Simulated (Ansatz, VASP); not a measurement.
## WSe2: VASP beside Ansatz

The input INCAR:

```
SYSTEM = WSe2
PREC = Accurate
ENCUT = 520
EDIFF = 1E-7
ISMEAR = 0
SIGMA = 0.02
LREAL = .FALSE.
LASPH = .TRUE.
NELM = 100
ALGO = Normal
ISIF = 2
LWAVE = .FALSE.
LCHARG = .FALSE.
GGA = PE
IVDW = 12
IBRION = 2
NSW = 60
EDIFFG = -0.008
LUSENCCL = .FALSE.
```

KPOINTS

```
Automatic mesh
0
G
  12 12 2
  0 0 0
```

POSCAR

```
WSe2
1.0
    3.4265974052      0.0000000000      0.0000000000
   -1.7132987026      2.9675204015      0.0000000000
    0.0000000000      0.0000000000     13.3685003900
W Se
2 4
Direct
    0.6666666667      0.3333333333      0.2500000000
    0.3333333333      0.6666666667      0.7500000000
    0.3333333333      0.6666666667      0.3755266727
    0.6666666667      0.3333333333      0.8755266727
    0.3333333333      0.6666666667      0.1244733273
    0.6666666667      0.3333333333      0.6244733273
```

Input for Ansatz:

```yaml
crystal:
  lattice:
    - [3.4265974052, 0.0, 0.0]
    - [-1.7132987026, 2.9675204015, 0.0]
    - [0.0, 0.0, 13.36850039]
  atoms:
    - { symbol: W, position: [0.6666666667, 0.3333333333, 0.25] }
    - { symbol: W, position: [0.3333333333, 0.6666666667, 0.75] }
    - { symbol: Se, position: [0.3333333333, 0.6666666667, 0.3755266727] }
    - { symbol: Se, position: [0.6666666667, 0.3333333333, 0.8755266727] }
    - { symbol: Se, position: [0.3333333333, 0.6666666667, 0.1244733273] }
    - { symbol: Se, position: [0.6666666667, 0.3333333333, 0.6244733273] }
basis:
  ecutwfc: 420
kpoints:
  mp_grid: { grid: [12, 12, 2] }
hamiltonian:
  xc: pbe
  dispersion: d3bj
scf:
  occupations: { method: gaussian, width: 0.02 }
output:
  forces: true
  stress: true
  eigenvalues: true
  write_density: true
  write_potential: true
  elf: true
  volumetric_format: npy
relax:
  adjacent_minimum: "off"
  f_tol: 0.008
  max_steps: 40
```

Change from the starting cell: equal strain along all axes, cell held, atoms relaxed: +4.5 %.

Alike in both runs: task relaxation of the atoms; functional PBE; dispersion D3(BJ); k mesh 12 × 12 × 2; occupations gaussian, width 0.02 eV; no spin polarisation.

|  | VASP | Ansatz |
| --- | --- | --- |
| version | VASP 6.6.1 | Ansatz 0.2.0 |
| potentials or method | VASP PAW PBE potentials, release 64 (W_sv, Se), cutoff 520 eV | scalar-relativistic, plane waves, PAW |
| valence electrons in the cell | 52 | 92 |

|  | VASP | Ansatz | Ansatz less VASP |
| --- | --- | --- | --- |
| gap on the k mesh at the Fermi level, each at its own relaxed structure (eV) | 0.75 | 0.74 | -0.005 |

VASP's potentials hold 52 valence electrons a cell and Ansatz's 92, so a difference there can come from the potentials and not from the codes. Ansatz's warnings: stress scf threshold loose.

Spin-orbit coupling is off throughout.
